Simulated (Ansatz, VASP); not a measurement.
# One calculation of GaN, two programs

File INCAR:

```
PREC = Accurate
ENCUT = 520
EDIFF = 1E-6
ISMEAR = 0
SIGMA = 0.1
LREAL = F
LASPH = T
NELM = 150
ALGO = Normal
ISIF = 2
LWAVE = F
LCHARG = T
ISPIN = 2
MAGMOM = 0 1
LORBIT = 11
GGA = PE
LELF = T
LVHAR = T
NBANDS = 20
```

File KPOINTS:

```
Automatic mesh
0
Gamma
  6 6 4
```

The input POSCAR:

```
GaN
1.0
    2.6317986900      0.0000000000      0.0000000000
   -1.3158993400      2.2792045200      0.0000000000
    0.0000000000      0.0000000000      4.3759089200
Ga N
1 1
Direct
    0.0000000000      0.0000000000      0.5000000000
    0.6666666700      0.3333333300      0.0000000000
```

Input for Ansatz:

```yaml
crystal:
  lattice:
    - [2.63179869, 0.0, 0.0]
    - [-1.31589934, 2.27920452, 0.0]
    - [0.0, 0.0, 4.37590892]
  atoms:
    - { symbol: Ga, position: [0.0, 0.0, 0.5] }
    - { symbol: "N", position: [0.66666667, 0.33333333, 0.0], spin: 1.0 }
basis:
  ecutwfc: 420
kpoints:
  mp_grid: { grid: [6, 6, 4] }
hamiltonian:
  xc: pbe
scf:
  occupations: { method: gaussian, width: 0.1 }
  lower_state_search: "off"
output:
  forces: true
  stress: true
  eigenvalues: true
  populations: true
magnetization:
  spin_polarized: true
```

Change from the starting cell: species swapped into the AgPd type (P-6m2, No. 187).

Alike in both runs: task single point; functional PBE; k mesh 6 × 6 × 4; occupations gaussian, width 0.1 eV; collinear spin.

```csv
,VASP,Ansatz
version,VASP 6.6.1,Ansatz 0.2.0
potentials or method,"VASP PAW PBE potentials, release 64 (Ga_d, N), cutoff 520 eV","scalar-relativistic, plane waves, PAW"
valence electrons in the cell,18,18
```

|  | VASP | Ansatz | Ansatz less VASP |
| --- | --- | --- | --- |
| gap on the k mesh at the Fermi level (eV) | none | none | - |
| pressure (GPa) | -2.5 | -2.6 | -0.12 |
| traceless stress, the component that is largest in VASP (GPa) | -19.71 | -19.63 | +0.081 |
| net moment per atom (μB) | 0.65 | 0.65 | 0.000 |
| size of the moment on the site where the two differ most (μB) | 0.90 | 1.17 | +0.272 |

Site moments also hang on the region over which each program counts them. A gap of «none» marks a metal or a gap that the smearing closes.

The k mesh is coarse, so the values compare programs but aren't converged.
